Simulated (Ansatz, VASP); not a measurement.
# One calculation of CdF2, two programs

The input INCAR:

```
SYSTEM = CdF2
PREC = Accurate ; ENCUT = 520
EDIFF = 1E-7 ; ISMEAR = 0
SIGMA = 0.05 ; LREAL = .FALSE.
LASPH = .TRUE. ; NELM = 80
ALGO = Normal ; ISIF = 2
LWAVE = .FALSE. ; LCHARG = .FALSE.
GGA = PE ; NBANDS = 20
```

The input KPOINTS:

```
Automatic mesh
0
G
  8 8 8
  0 0 0
```

The input POSCAR:

```
CdF2
1.0
    0.0000000000      2.6940000000      2.6940000000
    2.9970750000      0.0000000000      2.6940000000
    2.9970750000      2.6940000000      0.0000000000
Cd F
1 2
Direct
    0.0000000000      0.0000000000      0.0000000000
    0.2500000000      0.2500000000      0.2500000000
    0.7500000000      0.7500000000      0.7500000000
```

Input for Ansatz:

```yaml
crystal:
  lattice:
    - [0.0, 2.694, 2.694]
    - [2.997075, 0.0, 2.694]
    - [2.997075, 2.694, 0.0]
  atoms:
    - { symbol: Cd, position: [0.0, 0.0, 0.0] }
    - { symbol: F, position: [0.25, 0.25, 0.25] }
    - { symbol: F, position: [0.75, 0.75, 0.75] }
basis:
  ecutwfc: 420
kpoints:
  mp_grid: { grid: [8, 8, 8] }
hamiltonian:
  xc: pbe
scf:
  occupations: { method: gaussian, width: 0.05 }
output:
  forces: true
  stress: true
  eigenvalues: true
```

Change from the starting cell: strain +0.1125 x Voigt [1, 0, 0, 0, 0, 0], atoms carried along.

Alike in both runs: task single point; functional PBE; k mesh 8 × 8 × 8; occupations gaussian, width 0.05 eV; no spin polarisation.

```csv
,VASP,Ansatz
version,VASP 6.6.1,Ansatz 0.2.0
potentials or method,"VASP PAW PBE potentials, release 64 (Cd, F), cutoff 520 eV","scalar-relativistic, plane waves, PAW"
valence electrons in the cell,26,34
```

VASP gave:

| Item | Value |
| --- | --- |
| gap on the k mesh at the Fermi level (eV) | 2.43 |
| least direct gap on the mesh (eV) | 3.01 |
| pressure (GPa) | -4.2 |
| traceless stress, the component that is largest in VASP (GPa) | -7.22 |

What did Ansatz give for the same quantities?

gap on the k mesh at the Fermi level (eV): 2.45; least direct gap on the mesh (eV): 3.04; pressure (GPa): -4.6; traceless stress, the component that is largest in VASP (GPa): -7.31.

With one functional, cell and mesh, what is left measures potentials, basis and numerics. VASP's potentials hold 26 valence electrons a cell and Ansatz's 34, so a difference there can come from the potentials and not from the codes.
